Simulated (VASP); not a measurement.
# SnH2Br2 (P-3m1) in VASP: a series of runs

SnH2Br2 is run at these levels: PBE; tasks: single point.

Program: VASP 6.6.1. These are calculated values, not measurements. Logs are shortened: lines on timing, memory, paths and dates and some standing lists are left out, and cuts for length are marked.

## (1) The cell of the first run

Symmetry: P-3m1, No. 164, trigonal system. The conventional cell has a = 4.337 Å, b = 4.337 Å, c = 7.486 Å, α = 90.00°, β = 90.00°, γ = 120.00°. Within 3.9 Å of Sn (site symmetry -3m) lie 6 H at 2.94 Å and 6 Br at 3.00 Å. Within 3.3 Å of H (site symmetry 3m) lie 4 Br at 2.51 to 3.19 Å and 3 Sn at 2.94 Å. Br (site symmetry 3m) has 4 H at 2.51 to 3.19 Å and 3 Sn at 3.00 Å within 3.3 Å.

The cell was generated, and may not be a known phase.

## (2) Single point, PBE

The input, INCAR:

```
SYSTEM = SnH2Br2
PREC     = Accurate       ! precision mode
ENCUT    = 520            ! plane-wave cutoff, eV
EDIFF    = 1E-7           ! SCF threshold, eV
ISMEAR   = 0              ! smearing method
SIGMA    = 0.1            ! smearing width, eV
LREAL    = .FALSE.        ! projectors in reciprocal space
LASPH    = .TRUE.         ! aspherical terms in the spheres
NELM     = 100            ! most SCF steps
ALGO     = Normal         ! electronic algorithm
ISIF     = 2              ! what is computed and relaxed
LWAVE    = .FALSE.        ! write WAVECAR
LCHARG   = .FALSE.        ! write CHGCAR
GGA      = PE             ! functional
NBANDS   = 23             ! bands
```

The input, KPOINTS:

```
Automatic mesh
0
G
  6 6 4
  0 0 0
```

The input, POSCAR:

```
SnH2Br2
1.0
    4.3368472802      0.0000000027      0.0000000000
   -2.1684236425      3.7558199157      0.0000000000
    0.0000000000      0.0000000000      7.4859323934
Sn H Br
1 2 2
Direct
    0.0000000000      0.0000000000      0.0000000000
    0.3333333333      0.6666666667      0.7939831295
    0.6666666667      0.3333333333      0.2060168705
    0.3333333333      0.6666666667      0.2207314597
    0.6666666667      0.3333333333      0.7792685403
```

Potentials or basis: VASP PAW PBE potentials, release 64 (Sn_d, H, Br).

Launch:

```
$ cat potpaw_PBE.64/Sn_d/POTCAR potpaw_PBE.64/H/POTCAR potpaw_PBE.64/Br/POTCAR > POTCAR
$ mpirun -np 1 vasp_std > vasp.out
```

OUTCAR:

```text
SYSTEM = SnH2Br2
   PREC = Accurate
   ENCUT = 520
   EDIFF = 1E-7
   ISMEAR = 0
   LREAL = .FALSE.
   LASPH = .TRUE.
   NELM = 100
   ISIF = 2
   GGA = PE

 ion  position               nearest neighbor table
   1  0.000  0.000  0.000-   4 3.00   5 3.00   5 3.00   4 3.00   5 3.00   4 3.00
   2  0.333  0.667  0.794-
   3  0.667  0.333  0.206-
   4  0.333  0.667  0.221-   1 3.00   1 3.00   1 3.00
   5  0.667  0.333  0.779-   1 3.00   1 3.00   1 3.00

  LATTYP: Found a hexagonal cell.
 ALAT       =     4.3368472802
 C/A-ratio  =     1.7261231281

  Lattice vectors:

 A1 = (   4.3368472802,   0.0000000027,   0.0000000000)
 A2 = (  -2.1684236425,   3.7558199157,   0.0000000000)
 A3 = (   0.0000000000,   0.0000000000,   7.4859323934)

Analysis of symmetry for initial positions (statically):
=====================================================================
 Subroutine PRICEL returns:
 Original cell was already a primitive cell.

 Routine SETGRP: Setting up the symmetry group for a
 hexagonal supercell.

 Subroutine GETGRP returns: Found 12 space group operations
 (whereof 12 operations were pure point group operations)
 out of a pool of 24 trial point group operations.

The static configuration has the point symmetry D_3d.

Analysis of symmetry for dynamics (positions and initial velocities):
=====================================================================
 Subroutine PRICEL returns:
 Original cell was already a primitive cell.

 Routine SETGRP: Setting up the symmetry group for a
 hexagonal supercell.

 Subroutine GETGRP returns: Found 12 space group operations
 (whereof 12 operations were pure point group operations)
 out of a pool of 24 trial point group operations.

The dynamic configuration has the point symmetry D_3d.

 Subroutine INISYM returns: Found 12 space group operations
 (whereof 12 operations are pure point group operations),
 and found     1 'primitive' translations

----------------------------------------------------------------------------------------

                                     Primitive cell

  volume of cell :     121.9340

  direct lattice vectors                    reciprocal lattice vectors
     4.336847280  0.000000003  0.000000000     0.230582249  0.133126724  0.000000000
    -2.168423643  3.755819916  0.000000000    -0.000000000  0.266253447  0.000000000
     0.000000000  0.000000000  7.485932393     0.000000000  0.000000000  0.133583894

  length of vectors
     4.336847280  4.336847280  7.485932393     0.266253447  0.266253447  0.133583894

  position of ions in fractional coordinates (direct lattice)
     0.000000000  0.000000000  0.000000000
     0.333333333  0.666666667  0.793983129
     0.666666667  0.333333333  0.206016871
     0.333333333  0.666666667  0.220731460
     0.666666667  0.333333333  0.779268540

  ion indices of the primitive-cell ions
   primitive index   ion index
                 1           1
                 2           2
                 3           3
                 4           4
                 5           5

----------------------------------------------------------------------------------------

 KPOINTS: Automatic mesh

Automatic generation of k-mesh.
 Grid dimensions read from file:
 generate k-points for:    6    6    4

 Generating k-lattice:

  Cartesian coordinates                     Fractional coordinates (reciprocal lattice)
     0.038430375  0.022187787  0.000000000     0.166666667  0.000000000  0.000000000
    -0.000000000  0.044375575  0.000000000     0.000000000  0.166666667  0.000000000
     0.000000000  0.000000000  0.033395974     0.000000000  0.000000000  0.250000000

  Length of vectors
     0.044375575  0.044375575  0.033395974

  Shift w.r.t. Gamma in fractional coordinates (k-lattice)
     0.000000000  0.000000000  0.000000000

 Subroutine IBZKPT returns following result:
 ===========================================

 Found     24 irreducible k-points:

 Following reciprocal coordinates:
            Coordinates               Weight
  0.000000  0.000000  0.000000      1.000000
  0.166667  0.000000  0.000000      6.000000
  0.333333 -0.000000  0.000000      6.000000
  0.500000 -0.000000  0.000000      3.000000
  0.166667  0.166667  0.000000      6.000000
  0.333333  0.166667  0.000000     12.000000
[... 16 lines left out ...]
  0.333333  0.166667  0.500000     12.000000
  0.333333  0.333333  0.500000      2.000000
   k-points           NKPTS =     24   k-points in BZ     NKDIM =     24   number of bands    NBANDS=     23
   number of dos      NEDOS =    301   number of ions     NIONS =      5
   total plane-waves  NPLWV =  57344
   dimension x,y,z NGX =    32 NGY =   32 NGZ =   56
   dimension x,y,z NGXF=    64 NGYF=   64 NGZF=  112
   ions per type =               1   2   2
   NGX,Y,Z   is equivalent  to a cutoff of  12.27, 12.27, 12.44 a.u.
   NGXF,Y,Z  is equivalent  to a cutoff of  24.53, 24.53, 24.87 a.u.
 SYSTEM =  SnH2Br2
   PREC   = accura    normal or accurate (medium, high low for compatibility)
   ISTART =      0    job   : 0-new  1-cont  2-samecut
   ICHARG =      2    charge: 1-file 2-atom 10-const
   ISPIN  =      1    spin polarized calculation?
   LNONCOLLINEAR =      F non collinear calculations
   LSORBIT =      F    spin-orbit coupling
   LASPH  =      T    aspherical Exc in radial PAW
   ENCUT  =  520.0 eV  38.22 Ry    6.18 a.u.   8.06  8.06 13.92*2*pi/ulx,y,z
   NELM   =    100;   NELMIN=  2; NELMDL= -5     # of ELM steps
   EDIFF  = 0.1E-06   stopping-criterion for ELM
   LREAL  =      F    real-space projection
   EDIFFG = 0.1E-05   stopping-criterion for IOM
   NSW    =      0    number of steps for IOM
   IBRION =     -1    ionic relax: 0-MD 1-quasi-New 2-CG
   NFREE  =      0    steps in history (QN), initial steepest desc. (CG)
   ISIF   =      2    stress and relaxation
   ISYM   =      2    0-nonsym 1-usesym 2-fastsym
   POTIM  = 0.5000    time-step for ionic-motion
   TEBEG  =    0.0;   TEEND  =   0.0 temperature during run
   PSTRESS=    0.0 pullay stress
   NELECT =      30.0000    total number of electrons
   NUPDOWN=      -1.0000    fix difference up-down
   EMIN   =  10.00;   EMAX   =-10.00  energy-range for DOS
   EFERMI =   0.00;   METHOD = LEGACY
   ISMEAR =     0;   SIGMA  =   0.10  broadening in eV -4-tet -1-fermi 0-gaus
   EFERMI_NEDOS =   21; number of points for ismear=-14 and -15
   IALGO  =     38    algorithm
   IMIX   =      4    mixing-type and parameters
     AMIX     =   0.40;   BMIX     =  1.00
     AMIX_MAG =   1.60;   BMIX_MAG =  1.00
  volume/ion in A,a.u.               =      24.39       164.57
  Fermi-wavevector in a.u.,A,eV,Ry     =   1.025826  1.938530 14.317666  1.052319
  Thomas-Fermi vector in A             =   2.159687
   LORBIT       =      0    0 simple, 1 ext, 2 COOP (PROOUT), +10 PAW based schemes
   GGA     = PE    functional components
   LHFCALC =     F    Hartree Fock is set to
   AEXX    =    0.0000 exact exchange contribution
   IVDW    =     0    specifies the selected vdW correction
   LEPSILON=     F    determine dielectric tensor
   LRPA    =     F    only Hartree local field effects (RPA)
 non-spin polarized calculation
 Gauss-broadening in eV      SIGMA  =   0.10
  energy-cutoff  :      520.00
  volume of cell :      121.93
 maximum number of plane-waves:      3306
   NGX = 17   NGY = 17   NGZ = 27

 number of electron      30.0000001 magnetization

 Free energy of the ion-electron system (eV)
  ---------------------------------------------------
  ext. energy  EPLUGINS =         0.00000000
  ---------------------------------------------------
  free energy    TOTEN  =       -11.52030111 eV

  energy without entropy =      -11.51251592  energy(sigma->0) =      -11.51640851

 E-fermi :   1.9057     XC(G=0):  -7.8008

 val. band max:        1.6388019947   @ k =   0.1667   0.1667   0.5000
 cond. band min:       1.9994830332   @ k =   0.3333   0.1667   0.0000
 fundamental gap:      0.3606810384
 Fermi energy:         1.9057053936

 k-point     1 :       0.0000    0.0000    0.0000
  band No.  band energies     occupation
      1     -20.1035      2.00000
      2     -20.1035      2.00000
      3     -20.0930      2.00000
      4     -20.0864      2.00000
      5     -20.0864      2.00000
      6     -14.1064      2.00000
[... 15 lines left out ...]
     22       8.3117      0.00000
     23       8.5784      0.00000

 k-point     2 :       0.1667    0.0000    0.0000
  band No.  band energies     occupation
      1     -20.1069      2.00000
      2     -20.1012      2.00000
      3     -20.0914      2.00000
      4     -20.0879      2.00000
      5     -20.0861      2.00000
      6     -14.0278      2.00000
[... 15 lines left out ...]
     22       8.7438      0.00000
     23       9.0866      0.00000

 k-point     3 :       0.3333   -0.0000    0.0000
  band No.  band energies     occupation
      1     -20.1145      2.00000
      2     -20.0977      2.00000
      3     -20.0917      2.00000
      4     -20.0866      2.00000
      5     -20.0846      2.00000
      6     -13.8490      2.00000
[... 15 lines left out ...]
     22       9.9341      0.00000
     23      10.3690      0.00000
[... 495 lines left out ...]
 k-point    23 :       0.3333    0.1667    0.5000
  band No.  band energies     occupation
      1     -20.1146      2.00000
      2     -20.1002      2.00000
      3     -20.0908      2.00000
      4     -20.0862      2.00000
      5     -20.0840      2.00000
      6     -13.7310      2.00000
[... 15 lines left out ...]
     22       9.4765      0.00000
     23      10.4572      0.00000

 k-point    24 :       0.3333    0.3333    0.5000
  band No.  band energies     occupation
      1     -20.1079      2.00000
      2     -20.1079      2.00000
      3     -20.0873      2.00000
      4     -20.0873      2.00000
      5     -20.0858      2.00000
      6     -13.6383      2.00000
[... 15 lines left out ...]
     22       9.1546      0.00000
     23       9.1546      0.00000

------------------------ aborting loop because EDIFF is reached ----------------------------------------

  FORCE on cell =-STRESS in cart. coord.  units (eV):
  Direction    XX          YY          ZZ          XY          YZ          ZX
  --------------------------------------------------------------------------------------
  -------------------------------------------------------------------------------------
  Total       -0.0099323     -0.0099323      0.0193390      0.0000000      0.0000000     -0.0000000
  in kB       -0.1305074     -0.1305074      0.2541094      0.0000000      0.0000000     -0.0000000
  external PRESSURE =      -0.0023018 kB  Pullay stress =       0.0000000 kB

 VOLUME and BASIS-vectors are now :
 -----------------------------------------------------------------------------
  energy-cutoff  :      520.00
  volume of cell :      121.93
      direct lattice vectors                 reciprocal lattice vectors
     4.336847280  0.000000003  0.000000000     0.230582249  0.133126724  0.000000000
    -2.168423643  3.755819916  0.000000000    -0.000000000  0.266253447  0.000000000
     0.000000000  0.000000000  7.485932393     0.000000000  0.000000000  0.133583894

 POSITION                                       TOTAL-FORCE (eV/Angst)
 -----------------------------------------------------------------------------------
      0.00000      0.00000      0.00000         0.000000      0.000000      0.000000
     -0.00000      2.50388      5.94370         0.000000      0.000000     -0.002460
      2.16842      1.25194      1.54223         0.000000      0.000000      0.002460
     -0.00000      2.50388      1.65238        -0.000000      0.000000      0.006365
      2.16842      1.25194      5.83355         0.000000     -0.000000     -0.006365
 -----------------------------------------------------------------------------------
    total drift:                               -0.000000      0.000000      0.000000

  FREE ENERGIE OF THE ION-ELECTRON SYSTEM (eV)
  ---------------------------------------------------
  free  energy   TOTEN  =       -11.5203011124 eV

  energy  without entropy=      -11.5125159160  energy(sigma->0) =      -11.51640851
```

Run time: 28 s. Hardware: 1 thread of Intel Xeon 6975P-C (Granite Rapids), shared host; peak memory 0.25 GiB.

What came out:

* Free energy: -11.5203 eV
* Pressure: 0.0 GPa
* Largest force: 0.006 eV/Å
* Band gap on the k mesh: zero (bands 15 and 16 overlap by 1.42 eV)

Forces in eV/Å, atoms in the order of the input:
```
Sn   0.000  0.000  0.000
H    0.000  0.000 -0.002
H    0.000  0.000  0.002
Br   0.000  0.000  0.006
Br   0.000  0.000 -0.006
```

Levels at points of the mesh, in eV from the Fermi level:
```
           k point  band 12  band 13  band 14  band 15  band 16  band 17  band 18  band 19
(0.00, 0.00, 0.00)    -3.34    -3.12    -2.56    -2.24    -0.36     2.01     2.01     3.06
(0.50, 0.00, 0.00)    -3.55    -3.35    -3.01    -0.56     0.57     2.78     3.05     3.32
(0.00, 0.00, 0.50)    -3.32    -3.32    -2.24    -2.16    -0.41     1.99     1.99     3.01
(0.50, 0.00, 0.50)    -3.43    -3.39    -3.17    -0.50     0.62     2.75     2.85     3.21
```

Caveat: spin-orbit coupling is left out, which moves the levels of the heavy elements; this functional lacks dispersion, which binds layers or chains, so the pressure and a relaxed spacing across them are unreliable.

## (3) Single point, PBE

This run uses another cell than the first one, of 27.60 Å³/atom.

The input, INCAR:

```
PREC = Accurate
ENCUT = 520
EDIFF = 1E-6
ISMEAR = 0
SIGMA = 0.1
LREAL = F
LASPH = T
NELM = 80
ALGO = Normal
ISIF = 2
LWAVE = F
LCHARG = T
GGA = PE
LELF = T
LVHAR = T
NBANDS = 23
```

The input, KPOINTS:

```
Automatic mesh
0
Gamma
  6 6 4
```

The input, POSCAR:

```
SnH2Br2
1.0
    4.6163940700      0.0000000000      0.0000000000
   -2.3081970400      3.9979145400      0.0000000000
    0.0000000000      0.0000000000      7.4775482900
Sn H Br
1 2 2
Direct
    0.0000000000      0.0000000000      0.0000000000
    0.3333333300      0.6666666700      0.6301000100
    0.6666666700      0.3333333300      0.3698999900
    0.3333333300      0.6666666700      0.2413000000
    0.6666666700      0.3333333300      0.7587000000
```

Potentials or basis: VASP PAW PBE potentials, release 64 (Sn_d, H, Br).

Launch:

```
$ cat potpaw_PBE.64/Sn_d/POTCAR potpaw_PBE.64/H/POTCAR potpaw_PBE.64/Br/POTCAR > POTCAR
$ mpirun -np 1 vasp_std > vasp.out
```

Wall time 34 s (1 thread of Intel Xeon 6975P-C (Granite Rapids), shared host); peak memory 0.29 GiB.

Results (log left out):

- Free energy: -10.4563 eV
- Pressure: -4.3 GPa
- Largest force: 0.354 eV/Å
- Band gap on the k mesh: zero (bands 15 and 16 overlap by 0.63 eV)

Forces in eV/Å, atoms in the order of the input:
```
Sn   0.000  0.000  0.000
H    0.000  0.000  0.221
H    0.000  0.000 -0.221
Br   0.000  0.000 -0.354
Br   0.000  0.000  0.354
```

Stress tensor (GPa, compression positive):
```
-4.18  0.00  0.00
 0.00 -4.18  0.00
 0.00  0.00 -4.65
```

Levels at points of the mesh, in eV from the Fermi level:
| k point | band 11 | band 12 | band 13 | band 14 | band 15 | band 16 | band 17 | band 18 | band 19 | band 20 |
| --- | --- | --- | --- | --- | --- | --- | --- | --- | --- | --- |
| (0.00, 0.00, 0.00) | -2.68 | -2.63 | -2.63 | -2.51 | -0.74 | 0.15 | 1.76 | 2.00 | 2.00 | 6.75 |
| (0.50, 0.00, 0.00) | -3.30 | -3.08 | -2.61 | -2.24 | -0.36 | 0.50 | 2.04 | 2.32 | 2.69 | 4.92 |
| (0.00, 0.00, 0.50) | -2.72 | -2.59 | -2.59 | -1.90 | -0.76 | -0.24 | 1.93 | 1.96 | 1.96 | 6.85 |
| (0.50, 0.00, 0.50) | -3.15 | -3.03 | -2.69 | -2.52 | -0.11 | 0.60 | 1.41 | 2.40 | 2.79 | 5.08 |

Caveat: the cell stands under tension; spin-orbit coupling is left out, which moves the levels of the heavy elements.

The gap in the log of VASP goes by the Fermi energy; the results here count the filled bands.